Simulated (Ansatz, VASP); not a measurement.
Fe: VASP beside Ansatz

The input INCAR:

```
SYSTEM = Fe
PREC = Accurate
ENCUT = 520
EDIFF = 1E-7
ISMEAR = -1
SIGMA = 0.05
LREAL = .FALSE.
LASPH = .TRUE.
NELM = 150
ALGO = Normal
ISIF = 2
LWAVE = .FALSE.
LCHARG = .TRUE.
ISPIN = 2
MAGMOM = 2.405
LORBIT = 11
LMAXMIX = 4
GGA = B5
ALDAX = 1.0
AGGAX = 1.0
AGGAC = 1.0
ALDAC = 0.0
LELF = .TRUE.
LVHAR = .TRUE.
NBANDS = 14
```

The input KPOINTS:

```
Automatic mesh
0
G
  15 15 15
  0 0 0
```

POSCAR

```
Fe
1.0
    2.4380532650      0.0000000000      0.0000000000
    0.0000000000      2.4380532650      0.0000000000
    0.0000000000      0.0000000000      2.4380532650
Fe
1
Direct
    0.0000000000      0.0000000000      0.0000000000
```

Input for Ansatz:

```yaml
crystal:
  lattice:
    - [2.438053265, 0.0, 0.0]
    - [0.0, 2.438053265, 0.0]
    - [0.0, 0.0, 2.438053265]
  atoms:
    - { symbol: Fe, position: [0.0, 0.0, 0.0], spin: 2.405 }
hamiltonian:
  xc: blyp
  pseudopotentials:
    kind: paw
    azcp:
      Fe: "pseudopotentials/Fe.paw.azcp"
basis:
  ecutwfc: 420
  fft_grid_basis: typed
kpoints:
  mp_grid: { grid: [15, 15, 15], shift: [0, 0, 0] }
magnetization:
  spin_polarized: true
scf:
  occupations: { method: fermi_dirac, width: 0.05 }
  lower_state_search: "off"
output:
  stress: true
  write_density: true
  write_potential: true
  elf: true
  volumetric_format: npy
```

Alike in both runs: task single point; functional BLYP; k mesh 15 × 15 × 15; occupations fermi-dirac, width 0.05 eV; collinear spin.

|  | VASP | Ansatz |
| --- | --- | --- |
| version | VASP 6.6.1 | Ansatz 0.2.0 |
| potentials or method | VASP PAW PBE potentials, release 64 (Fe), cutoff 520 eV | plane waves (420 eV) with PAW, scalar-relativistic |
| valence electrons in the cell | 8 | 16 |

|  | VASP | Ansatz | Ansatz less VASP |
| --- | --- | --- | --- |
| pressure (GPa) | -4.6 | -4.5 | +0.04 |
| net moment per atom (μB) | 2.42 | 2.42 | +0.001 |
| size of the moment on the site where the two differ most (μB) | 2.41 | 2.41 | +0.001 |

VASP's potentials were made for PBE, not for BLYP. Site moments also hang on the region over which each program counts them. VASP's potentials hold 8 valence electrons a cell and Ansatz's 16, so a difference there can come from the potentials and not from the codes.
